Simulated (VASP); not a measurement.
A run of VASP 6.6.1 is set up as follows.

Contents of INCAR:

```
SYSTEM = GaN
PREC = Accurate ; ENCUT = 520
EDIFF = 1E-7 ; ISMEAR = -1
SIGMA = 0.05 ; LREAL = .False.
LASPH = .True. ; NELM = 150
ALGO = Normal ; ISIF = 2
LWAVE = .False. ; LCHARG = .False.
LNONCOLLINEAR = .True. ; MAGMOM = 0 0 0 0 0 0
LORBIT = 11 ; LSORBIT = .True.
GGA_COMPAT = .False. ; LORBMOM = .True.
GGA = PE ; NBANDS = 30
```

KPOINTS

```
Automatic mesh
0
Gamma
  10 10 10
  0 0 0
```

The input POSCAR:

```
GaN
1.0
    0.0000000000      2.2535006075      2.2535006075
    2.2535006075      0.0000000000      2.2535006075
    2.2535006075      2.2535006075      0.0000000000
Ga N
1 1
Direct
    0.0000000000      0.0000000000      0.0000000000
    0.2500000000      0.2500000000      0.2500000000
```

Potentials or basis: VASP PAW PBE potentials, release 64 (Ga_d, N).

Run with:

```console
$ cat potpaw_PBE.64/Ga_d/POTCAR potpaw_PBE.64/N/POTCAR > POTCAR
$ mpirun -np 1 vasp_ncl > vasp.out
```

Predict the net moment.

0.00 μB per cell.

What does it give for the pressure?

5.0 GPa.

Moments on the atoms (μB; x, y, z):
```
Ga  0.00 0.00 0.00
N   0.00 0.00 0.00
```

Caveat: the cell stands under pressure.
